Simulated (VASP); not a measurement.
SiSe2: relaxation of shape and atoms at fixed volume with BLYP

Crystal: SiSe2.

```
Si Se
1.0
    -3.39961    5.68467    3.13525
     3.39961   -5.68467    3.13525
     3.39961    5.68467   -3.13525
Si Se
2 4
Direct
  0.25000 0.25000 0.00000
  0.75000 0.75000 0.00000
  0.11213 0.80637 0.91850
  0.88787 0.19363 0.08150
  0.61213 0.69363 0.30576
  0.38787 0.30637 0.69424
```

```yaml
Program: VASP 6.6.1
Task: relaxation of shape and atoms at fixed volume
Functional: BLYP
Potentials_or_basis: VASP PAW PBE potentials, release 64 (Si, Se)
Cutoff: 500 eV
k_mesh: 6 × 6 × 6
Occupations: gaussian, width 0.05 eV
Spin: no spin polarisation
Dipole_correction: no
Further_INCAR_settings: ALGO = Normal; EDIFF = 1e-07; IBRION = 2; EDIFFG = -0.04; NSW = 60; ISIF = 4
```

```yaml
Energy_gained_by_relaxing: 44.3 meV/atom
Ionic_steps: 6
Pressure_after_relaxing: 0.3 GPa
Largest_force_after_relaxing: 0.015 eV/Å
Band_gap_on_the_k_mesh: 2.22 eV (least direct gap 2.30 eV)
```

Forces in eV/Å, atoms in the order of the input:
```
Si   0.000  0.000  0.000
Si   0.000  0.000  0.000
Se   0.000  0.015  0.000
Se   0.000 -0.015  0.000
Se   0.000  0.015  0.000
Se   0.000 -0.015  0.000
```

The path:
| step | energy change (eV) | largest force (eV/Å) | pressure (GPa) | volume (Å³) |
| --- | --- | --- | --- | --- |
| 1 | 0.0000 | 1.1181 | -2.90 | 242.36 |
| 2 | -0.2017 | 0.5096 | -1.35 | 242.36 |
| 3 | -0.2561 | 0.0537 | 0.04 | 242.36 |
| 4 | -0.2562 | 0.0814 | 0.11 | 242.36 |
| 5 | -0.2651 | 0.0307 | 0.22 | 242.36 |
| 6 | -0.2658 | 0.0148 | 0.25 | 242.36 |

Final structure:
```
Si Se
1.0
    -3.44599    5.80088    3.03109
     3.44599   -5.80088    3.03109
     3.44599    5.80088   -3.03109
Si Se
2 4
Direct
  0.25000 0.25000 0.00000
  0.75000 0.75000 0.00000
  0.10642 0.81666 0.92308
  0.89358 0.18334 0.07692
  0.60642 0.68334 0.28976
  0.39358 0.31666 0.71024
```

Levels at points of the mesh, in eV from the valence-band top:
| k point | band 12 | band 13 | band 14 | band 15 | band 16 | band 17 | band 18 | band 19 | band 20 |
| --- | --- | --- | --- | --- | --- | --- | --- | --- | --- |
| (0.00, 0.00, 0.00) | -1.58 | -1.39 | -0.90 | -0.83 | -0.14 | 2.68 | 2.83 | 3.62 | 4.53 |
| (0.50, 0.00, 0.00) | -1.79 | -0.84 | -0.84 | -0.57 | -0.57 | 2.44 | 2.44 | 3.95 | 3.95 |
| (0.00, 0.50, 0.00) | -1.79 | -0.67 | -0.67 | -0.62 | -0.62 | 2.38 | 2.38 | 3.86 | 3.86 |
| (0.50, 0.50, 0.00) | -1.66 | -1.48 | -1.19 | -0.98 | 0.00 | 2.71 | 3.45 | 4.05 | 4.20 |
| (0.50, 0.50, 0.50) | -1.70 | -1.52 | -1.43 | -1.11 | -0.05 | 2.25 | 3.65 | 3.78 | 4.21 |

Wall time 16 min on 1 thread of AMD EPYC 9R45 (Zen 5), with other jobs on the host, peak memory 0.49 GiB.

Caveat: the PAW data sets were made with another functional, which shifts forces and pressure a little. A k mesh can miss the band edges.
